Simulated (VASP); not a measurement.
Here is a VASP 6.6.1 calculation.

Contents of INCAR:

```
ALGO = Normal
EDIFF = 1E-6
ENCUT = 520
GGA = PE
ISIF = 2
ISMEAR = 0
IVDW = 12
LASPH = True
LCHARG = False
LREAL = False
LWAVE = False
NBANDS = 11
NELM = 60
PREC = Accurate
SIGMA = 0.15
```

Contents of KPOINTS:

```
k-points
0
Gamma
  21 21 12
```

Contents of POSCAR:

```
C
1.0
    2.4442033754      0.0000000000      0.0000000000
   -1.2221016877      2.1167422151      0.0000000000
    0.0000000000      0.0000000000      3.5423224241
C
2
Direct
    0.3333333333      0.6666666667      0.0000000000
    0.6666666667      0.3333333333      0.0000000000
```

Potentials or basis: VASP PAW PBE potentials, release 64 (C).

Run with:

```console
$ cat potpaw_PBE.64/C/POTCAR > POTCAR
$ mpirun -np 1 vasp_std > vasp.out
```

Task: What does it give for the pressure?

Result: 7.7 GPa.

Task: Estimate the dispersion energy per atom.

Result: -0.147 eV.

Task: Predict the band gap on the k mesh.

Result: Zero (band 4 reaches 4.88 eV, above the bottom of band 5 at 3.92 eV).

Stress tensor (GPa, compression positive):
```
11.47  0.00  0.00
 0.00 11.47  0.00
 0.00  0.00  0.11
```
